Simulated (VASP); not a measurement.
# CsH: single point with LDA

CsH:

```
CELL_PARAMETERS angstrom
3.11214 3.11214 0.00000
-3.11214 3.11214 0.00000
0.00000 0.00000 6.08554
ATOMIC_POSITIONS crystal
Cs 0.00000 0.00000 0.00000
Cs 0.50000 0.50000 0.50000
H 0.50000 0.50000 0.00000
H 0.00000 0.00000 0.50000
```

This cell differs from its parent crystal: biaxial strain in the a-b plane: +2.0 %, then relaxed in part.

```json
{"Program": "VASP 6.6.1", "Task": "single point", "Functional": "LDA", "Potentials or basis": "VASP PAW LDA potentials, release 64 (Cs_sv, H)", "Cutoff": "520 eV", "k mesh": "6 × 6 × 6", "Occupations": "gaussian, width 0.02 eV", "Spin": "no spin polarisation", "Dipole correction": "no", "Further INCAR settings": "ALGO = Normal; EDIFF = 1e-07; NBANDS = 18"}
```

```yaml
Pressure: -0.4 GPa
Band_gap_on_the_k_mesh: 1.79 eV
```

Stress tensor (GPa, compression positive):
```
-0.60  0.00  0.00
 0.00 -0.60  0.00
 0.00  0.00  0.06
```

Levels at points of the mesh, in eV from the valence-band top:
| k point | band 8 | band 9 | band 10 | band 11 | band 12 | band 13 |
| --- | --- | --- | --- | --- | --- | --- |
| (0.00, 0.00, 0.00) | -7.85 | -2.09 | -1.53 | 2.58 | 4.91 | 4.91 |
| (0.50, 0.00, 0.00) | -8.01 | -0.59 | -0.59 | 2.90 | 2.90 | 3.93 |
| (0.50, 0.50, 0.00) | -8.20 | -1.52 | -1.52 | 2.65 | 2.65 | 5.60 |
| (0.00, 0.00, 0.50) | -8.07 | -1.16 | -1.16 | 3.45 | 3.45 | 4.22 |
| (0.50, 0.00, 0.50) | -7.96 | 0.00 | 0.00 | 1.79 | 1.79 | 4.39 |
| (0.50, 0.50, 0.50) | -8.30 | -0.90 | -0.90 | 3.91 | 3.91 | 3.91 |

Wall time 30 s on 1 thread of Intel(R) Xeon(R) Platinum 8559C (Emerald Rapids) (shared host), peak memory 0.23 GiB.

Caveat: the cell differs from its parent crystal (biaxial strain in the a-b plane: +2.0 %, then relaxed in part); spin-orbit coupling is left out, which moves the levels of the heavy elements. A k mesh can miss the band edges.
